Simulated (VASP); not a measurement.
Write the native input for VASP 6.6.1 that does the following.

```yaml
Task: single point
Functional: PBE
Potentials_or_basis: VASP PAW PBE potentials, release 64 (Bi_d, Te)
Cutoff: 520 eV
k_mesh: 12 × 12 × 12
Occupations: gaussian, width 0.15 eV
Spin: no spin polarisation
Dipole_correction: no
Further_INCAR_settings: ALGO = Normal; EDIFF = 1e-06; NBANDS = 18
```

The structure of BiTe lies in POSCAR:

```
BiTe
1.0
    2.4227077728      1.3987509848      3.4168107131
   -2.4227077728      1.3987509848      3.4168107131
    0.0000000000     -2.7975019696      3.4168107131
Bi Te
1 1
Direct
    0.5000000000      0.5000000000      0.5000000000
    0.0000000000      0.0000000000      0.0000000000
```

This cell differs from its parent crystal: strain +0.000 along x and y, +0.030 along z.

The input as run:

INCAR

```
PREC = Accurate ; ENCUT = 520
EDIFF = 1E-6 ; ISMEAR = 0
SIGMA = 0.15 ; LREAL = False
LASPH = True ; NELM = 80
ALGO = Normal ; ISIF = 2
LWAVE = False ; LCHARG = True
GGA = PE ; LELF = True
LVHAR = True ; NBANDS = 18
```

KPOINTS

```
Automatic mesh
0
Gamma
  12 12 12
```

Potentials or basis: VASP PAW PBE potentials, release 64 (Bi_d, Te).

Command:

```bash
$ cat potpaw_PBE.64/Bi_d/POTCAR potpaw_PBE.64/Te/POTCAR > POTCAR
$ mpirun -np 1 vasp_std > vasp.out
```

It gave:

```json
{"Pressure": "-1.2 GPa"}
```

Caveat: the cell differs from its parent crystal (strain +0.000 along x and y, +0.030 along z).

Wall time 2.5 min on 1 thread of Intel(R) Xeon(R) Platinum 8488C (Sapphire Rapids), on a shared host, peak memory 0.38 GiB.
